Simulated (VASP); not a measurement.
# Si16H6O in VASP: further runs

The runs below take Si16H6O through single point, with PBEsol.

Program: VASP 6.6.1. These are calculated values, not measurements. Logs are shortened: lines on timing, memory, paths and dates and some standing lists are left out, and cuts for length are marked.

## Step 1: The cell of the first run

The cell holds a slab with vacuum, 23 atoms: a = 7.679 Å, b = 7.679 Å, c = 18.419 Å, α = 90.00°, β = 90.00°, γ = 60.00°.

## Step 2: Single point, PBEsol

Contents of INCAR:

```
PREC = Accurate
ENCUT = 520
EDIFF = 1E-6
ISMEAR = -1
SIGMA = 0.02
LREAL = Auto
LASPH = True
NELM = 100
ALGO = Normal
ISIF = 2
LWAVE = False
LCHARG = True
GGA = PS
LELF = True
LVHAR = True
NBANDS = 55
```

Contents of KPOINTS:

```
regular mesh
0
Gamma
  2 2 1
```

Contents of POSCAR:

```
Si16H6O
1.0
    7.6791800000      0.0000000000      0.0000000000
    3.8395900000      6.6503650000      0.0000000000
    0.0000000000      0.0000000000     18.4187650000
H Si O
6 16 1
Direct
    0.1666668792      0.1666675438      0.0542924566
    0.6666681814      0.1666675438      0.0542924566
    0.1666662146      0.6666701752      0.0542924566
    0.6666675168      0.6666701752      0.0542924566
    0.5930769055      0.3133812956      0.4449755453
    0.6940307254      0.4635685410      0.4338890257
    0.1666668792      0.1666675438      0.1357311416
    0.6666681814      0.1666675438      0.1357311416
    0.1666662146      0.6666701752      0.1357311416
    0.6666675168      0.6666701752      0.1357311416
   -0.1690248376      0.3435450535      0.1806852957
    0.3222017509      0.3441916346      0.1801369419
   -0.1563465076      0.8114441839      0.1827484090
    0.3496533235      0.8323152188      0.1858322206
   -0.2217618500      0.3016075058      0.2956712896
    0.2571689081      0.2882999655      0.3025067099
   -0.1789562672      0.7997305411      0.3054602195
    0.2396089600      0.8270673865      0.3191310601
   -0.0859117089      0.0178486444      0.3674242003
    0.4761610644     -0.0946263852      0.2989071200
   -0.0790229480      0.4876123341      0.3622066952
    0.4507243263      0.4626813716      0.3276875513
    0.5650061299      0.4484114782      0.4428255640
```

Potentials or basis: VASP PAW PBE potentials, release 64 (H, Si, O).

Launch:

```sh
cat potpaw_PBE.64/H/POTCAR potpaw_PBE.64/Si/POTCAR potpaw_PBE.64/O/POTCAR > POTCAR
mpirun -np 1 vasp_std > vasp.out
```

OUTCAR:

```text
PREC = Accurate
   ENCUT = 520
   EDIFF = 1E-6
   ISMEAR = -1
   LREAL = Auto
   LASPH = True
   NELM = 100
   ISIF = 2
   GGA = PS

 ion  position               nearest neighbor table
   1  0.167  0.167  0.054-   7 1.50
   2  0.667  0.167  0.054-   8 1.50
   3  0.167  0.667  0.054-   9 1.50
   4  0.667  0.667  0.054-  10 1.50
   5  0.593  0.313  0.445-  23 0.95
   6  0.694  0.464  0.434-  23 1.07
   7  0.167  0.167  0.136-   1 1.50  12 2.36  11 2.38  14 2.41
   8  0.667  0.167  0.136-   2 1.50  11 2.42  12 2.43  13 2.52
   9  0.167  0.667  0.136-   3 1.50  12 2.30  13 2.32  14 2.50
  10  0.667  0.667  0.136-   4 1.50  14 2.30  11 2.30  13 2.31
  11  0.831  0.344  0.181-  15 2.21  10 2.30   7 2.38   8 2.42
  12  0.322  0.344  0.180-   9 2.30   7 2.36  16 2.39   8 2.43
  13  0.844  0.811  0.183-  17 2.27  10 2.31   9 2.32   8 2.52
  14  0.350  0.832  0.186-  10 2.30   7 2.41  20 2.48   9 2.50  18 2.60
  15  0.778  0.302  0.296-  11 2.21  22 2.26  19 2.30  21 2.51
  16  0.257  0.288  0.303-  12 2.39  22 2.49  21 2.50  20 2.56
  17  0.821  0.800  0.305-  13 2.27  20 2.35  21 2.36  19 2.41
  18  0.240  0.827  0.319-  20 2.21  19 2.35  22 2.44  14 2.60
  19  0.914  0.018  0.367-  15 2.30  18 2.35  17 2.41
  20  0.476  0.905  0.299-  18 2.21  17 2.35  14 2.48  16 2.56
  21  0.921  0.488  0.362-  17 2.36  16 2.50  15 2.51
  22  0.451  0.463  0.328-  15 2.26  23 2.28  18 2.44  16 2.49
  23  0.565  0.448  0.443-   5 0.95   6 1.07  22 2.28

  LATTYP: Found a hexagonal cell.
 ALAT       =     7.6791800344
 C/A-ratio  =     2.3985327753

  Lattice vectors:

 A1 = (  -3.8395900000,  -6.6503650000,   0.0000000000)
 A2 = (   7.6791800000,   0.0000000000,   0.0000000000)
 A3 = (   0.0000000000,   0.0000000000,  18.4187650000)

Analysis of symmetry for initial positions (statically):
=====================================================================
 Subroutine PRICEL returns:
 Original cell was already a primitive cell.

 Routine SETGRP: Setting up the symmetry group for a
 hexagonal supercell.

 Subroutine GETGRP returns: Found  1 space group operations
 (whereof  1 operations were pure point group operations)
 out of a pool of 24 trial point group operations.

The static configuration has the point symmetry C_1 .

Analysis of symmetry for dynamics (positions and initial velocities):
=====================================================================
 Subroutine PRICEL returns:
 Original cell was already a primitive cell.

 Routine SETGRP: Setting up the symmetry group for a
 hexagonal supercell.

 Subroutine GETGRP returns: Found  1 space group operations
 (whereof  1 operations were pure point group operations)
 out of a pool of 24 trial point group operations.

The dynamic configuration has the point symmetry C_1 .

 Subroutine INISYM returns: Found  1 space group operations
 (whereof  1 operations are pure point group operations),
 and found     1 'primitive' translations

----------------------------------------------------------------------------------------

                                     Primitive cell

  volume of cell :     940.6344

  direct lattice vectors                    reciprocal lattice vectors
     7.679180000  0.000000000  0.000000000     0.130222237 -0.075183843  0.000000000
     3.839590000  6.650365000  0.000000000     0.000000000  0.150367687  0.000000000
     0.000000000  0.000000000 18.418765000     0.000000000  0.000000000  0.054292457

  length of vectors
     7.679180000  7.679180034 18.418765000     0.150367687  0.150367687  0.054292457

  position of ions in fractional coordinates (direct lattice)
     0.166666879  0.166667544  0.054292457
     0.666668181  0.166667544  0.054292457
     0.166666215  0.666670175  0.054292457
     0.666667517  0.666670175  0.054292457
     0.593076905  0.313381296  0.444975545
     0.694030725  0.463568541  0.433889026
[... 15 lines left out ...]
     0.450724326  0.462681372  0.327687551
     0.565006130  0.448411478  0.442825564

  ion indices of the primitive-cell ions
   primitive index   ion index
                 1           1
                 2           2
                 3           3
                 4           4
                 5           5
                 6           6
[... 15 lines left out ...]
                22          22
                23          23

----------------------------------------------------------------------------------------

 KPOINTS: regular mesh

Automatic generation of k-mesh.
 Grid dimensions read from file:
 generate k-points for:    2    2    1

 Generating k-lattice:

  Cartesian coordinates                     Fractional coordinates (reciprocal lattice)
     0.065111119 -0.037591922  0.000000000     0.500000000 -0.000000000  0.000000000
     0.000000000  0.075183843  0.000000000     0.000000000  0.500000000  0.000000000
     0.000000000  0.000000000  0.054292457     0.000000000  0.000000000  1.000000000

  Length of vectors
     0.075183844  0.075183843  0.054292457

  Shift w.r.t. Gamma in fractional coordinates (k-lattice)
     0.000000000  0.000000000  0.000000000

 Subroutine IBZKPT returns following result:
 ===========================================

 Found      4 irreducible k-points:

 Following reciprocal coordinates:
            Coordinates               Weight
  0.000000  0.000000  0.000000      1.000000
  0.500000  0.000000  0.000000      1.000000
  0.500000  0.500000  0.000000      1.000000
  0.000000  0.500000  0.000000      1.000000
   k-points           NKPTS =      4   k-points in BZ     NKDIM =      4   number of bands    NBANDS=     55
   number of dos      NEDOS =    301   number of ions     NIONS =     23
   total plane-waves  NPLWV = 504000
   dimension x,y,z NGX =    60 NGY =   60 NGZ =  140
   dimension x,y,z NGXF=   120 NGYF=  120 NGZF=  280
   ions per type =               6  16   1
   NGX,Y,Z   is equivalent  to a cutoff of  12.99, 12.99, 12.64 a.u.
   NGXF,Y,Z  is equivalent  to a cutoff of  25.98, 25.98, 25.27 a.u.
 SYSTEM =  unknown system
   PREC   = accura    normal or accurate (medium, high low for compatibility)
   ISTART =      0    job   : 0-new  1-cont  2-samecut
   ICHARG =      2    charge: 1-file 2-atom 10-const
   ISPIN  =      1    spin polarized calculation?
   LNONCOLLINEAR =      F non collinear calculations
   LSORBIT =      F    spin-orbit coupling
   LASPH  =      T    aspherical Exc in radial PAW
   ENCUT  =  520.0 eV  38.22 Ry    6.18 a.u.  14.28 14.28 34.25*2*pi/ulx,y,z
   NELM   =    100;   NELMIN=  2; NELMDL= -5     # of ELM steps
   EDIFF  = 0.1E-05   stopping-criterion for ELM
   LREAL  =      T    real-space projection
   EDIFFG = 0.1E-04   stopping-criterion for IOM
   NSW    =      0    number of steps for IOM
   IBRION =     -1    ionic relax: 0-MD 1-quasi-New 2-CG
   NFREE  =      0    steps in history (QN), initial steepest desc. (CG)
   ISIF   =      2    stress and relaxation
   ISYM   =      2    0-nonsym 1-usesym 2-fastsym
   POTIM  = 0.5000    time-step for ionic-motion
   TEBEG  =    0.0;   TEEND  =   0.0 temperature during run
   PSTRESS=    0.0 pullay stress
   NELECT =      76.0000    total number of electrons
   NUPDOWN=      -1.0000    fix difference up-down
   EMIN   =  10.00;   EMAX   =-10.00  energy-range for DOS
   EFERMI =   0.00;   METHOD = LEGACY
   ISMEAR =    -1;   SIGMA  =   0.02  broadening in eV -4-tet -1-fermi 0-gaus
   EFERMI_NEDOS =   21; number of points for ismear=-14 and -15
   IALGO  =     38    algorithm
   IMIX   =      4    mixing-type and parameters
     AMIX     =   0.40;   BMIX     =  1.00
     AMIX_MAG =   1.60;   BMIX_MAG =  1.00
  volume/ion in A,a.u.               =      40.90       275.99
  Fermi-wavevector in a.u.,A,eV,Ry     =   0.707738  1.337431  6.815061  0.500893
  Thomas-Fermi vector in A             =   1.793866
   LORBIT       =      0    0 simple, 1 ext, 2 COOP (PROOUT), +10 PAW based schemes
   GGA     = PS    functional components
   LHFCALC =     F    Hartree Fock is set to
   AEXX    =    0.0000 exact exchange contribution
   IVDW    =     0    specifies the selected vdW correction
   LEPSILON=     F    determine dielectric tensor
   LRPA    =     F    only Hartree local field effects (RPA)
 non-spin polarized calculation
  energy-cutoff  :      520.00
  volume of cell :      940.63
 maximum number of plane-waves:     25382
 NGX is ok and might be reduce to    60
   NGX = 29   NGY = 29   NGZ = 69

 number of electron      76.0000001 magnetization

 Free energy of the ion-electron system (eV)
  ---------------------------------------------------
  ext. energy  EPLUGINS =         0.00000000
  ---------------------------------------------------
  free energy    TOTEN  =      -112.28269313 eV

  energy without entropy =     -112.28264829  energy(sigma->0) =     -112.28267071

 E-fermi :  -0.7550     XC(G=0):  -4.3333

 val. band max:       -0.9332572799   @ k =   0.0000   0.5000   0.0000
 cond. band min:      -0.5871618612   @ k =   0.0000   0.0000   0.0000
 fundamental gap:      0.3460954188
 Fermi energy:        -0.7550119442

 k-point     1 :       0.0000    0.0000    0.0000
  band No.  band energies     occupation
      1     -22.7436      2.00000
      2     -12.6442      2.00000
      3     -11.1814      2.00000
      4     -10.9336      2.00000
      5     -10.6791      2.00000
      6     -10.3632      2.00000
[... 42 lines left out ...]
     49       1.4710      0.00000
     50       1.8978      0.00000

 k-point     2 :       0.5000    0.0000    0.0000
  band No.  band energies     occupation
      1     -22.7437      2.00000
      2     -12.1305      2.00000
      3     -11.7454      2.00000
      4     -10.9620      2.00000
      5     -10.8455      2.00000
      6     -10.5407      2.00000
[... 42 lines left out ...]
     49       2.1461      0.00000
     50       2.3565      0.00000

 k-point     3 :       0.5000    0.5000    0.0000
  band No.  band energies     occupation
      1     -22.7437      2.00000
      2     -12.1520      2.00000
      3     -11.6914      2.00000
      4     -10.9730      2.00000
      5     -10.7865      2.00000
      6     -10.6053      2.00000
[... 42 lines left out ...]
     49       2.4439      0.00000
     50       2.5623      0.00000

 k-point     4 :       0.0000    0.5000    0.0000
  band No.  band energies     occupation
      1     -22.7437      2.00000
      2     -12.1641      2.00000
      3     -11.7270      2.00000
      4     -10.9733      2.00000
      5     -10.7563      2.00000
      6     -10.5910      2.00000
[... 42 lines left out ...]
     49       2.3353      0.00000
     50       2.4189      0.00000
 [bands above 50 left out]

------------------------ aborting loop because EDIFF is reached ----------------------------------------

  FORCE on cell =-STRESS in cart. coord.  units (eV):
  Direction    XX          YY          ZZ          XY          YZ          ZX
  --------------------------------------------------------------------------------------
  -------------------------------------------------------------------------------------
  Total       -6.2703774     -2.7576998      2.2242945     -1.7130030     -1.7850270     -1.4097842
  in kB      -10.6802994     -4.6971749      3.7886286     -2.9177487     -3.0404268     -2.4012776
  external PRESSURE =      -3.8629486 kB  Pullay stress =       0.0000000 kB

 VOLUME and BASIS-vectors are now :
 -----------------------------------------------------------------------------
  energy-cutoff  :      520.00
  volume of cell :      940.63
      direct lattice vectors                 reciprocal lattice vectors
     7.679180000  0.000000000  0.000000000     0.130222237 -0.075183843  0.000000000
     3.839590000  6.650365000  0.000000000     0.000000000  0.150367687  0.000000000
     0.000000000  0.000000000 18.418765000     0.000000000  0.000000000  0.054292457

 POSITION                                       TOTAL-FORCE (eV/Angst)
 -----------------------------------------------------------------------------------
      1.91980      1.10840      1.00000        -0.114039     -0.073937     -0.126227
      5.75940      1.10840      1.00000        -0.244341     -0.109831     -0.211105
      3.83960      4.43360      1.00000         0.155122      0.132918     -0.099850
      7.67920      4.43360      1.00000        -0.134717     -0.029302     -0.106967
      5.75760      2.08410      8.19590         0.158372     -1.905017      0.463039
      7.10950      3.08290      7.99170        -1.219193     -0.666651      0.159861
[... 15 lines left out ...]
      5.23770      3.07700      6.03560        -1.474771      0.321718      0.482225
      6.06050      2.98210      8.15630         0.649987      2.527568     -1.085908
 -----------------------------------------------------------------------------------
    total drift:                                0.001754      0.001716     -0.000705

  FREE ENERGIE OF THE ION-ELECTRON SYSTEM (eV)
  ---------------------------------------------------
  free  energy   TOTEN  =      -112.2826931299 eV

  energy  without entropy=     -112.2826482945  energy(sigma->0) =     -112.28267071
```

Wall time 11 min (1 thread of Intel Xeon Platinum 8375C at 2.90GHz (Ice Lake), shared host); peak memory 0.96 GiB.

What came out:

* Free energy: -112.2827 eV
* Largest force: 2.827 eV/Å
* Band gap on the k mesh: 0.35 eV, indirect (least direct gap 0.36 eV)

Forces in eV/Å, atoms in the order of the input:
```
H   -0.114 -0.074 -0.126
H   -0.244 -0.110 -0.211
H    0.155  0.133 -0.100
H   -0.135 -0.029 -0.107
H    0.158 -1.905  0.463
H   -1.219 -0.667  0.160
Si  -0.006  0.056  0.566
Si   0.051 -0.325  0.875
Si   0.352  0.192  0.666
Si   0.436 -0.304 -0.125
Si  -0.505 -1.143 -1.682
Si   0.611 -0.857 -0.160
Si   0.157  1.643 -0.984
Si  -0.909  0.781 -0.352
Si   1.369  0.748  0.582
Si   0.606  0.154  0.754
Si  -0.067 -0.319  0.292
Si  -0.569 -0.972  0.196
Si  -0.186 -0.884  0.046
Si   0.531  1.935  0.039
Si   0.352 -0.903 -0.189
Si  -1.475  0.322  0.482
O    0.650  2.528 -1.086
```

Levels at points of the mesh, in eV from the valence-band top:
```
           k point  band 36  band 37  band 38  band 39  band 40  band 41
(0.00, 0.00, 0.00)    -0.48    -0.27    -0.01     0.35     0.81     1.01
(0.50, 0.00, 0.00)    -0.84    -0.65    -0.05     0.47     1.29     1.40
(0.50, 0.50, 0.00)    -0.74    -0.53    -0.06     0.53     0.95     1.63
(0.00, 0.50, 0.00)    -1.00    -0.70     0.00     0.55     1.26     1.64
```

Caveat: the k points lie up to 0.47 Å⁻¹ apart; the PAW data sets were made with another functional, which shifts forces and pressure a little.

(Part 1 of 2 ends here.)
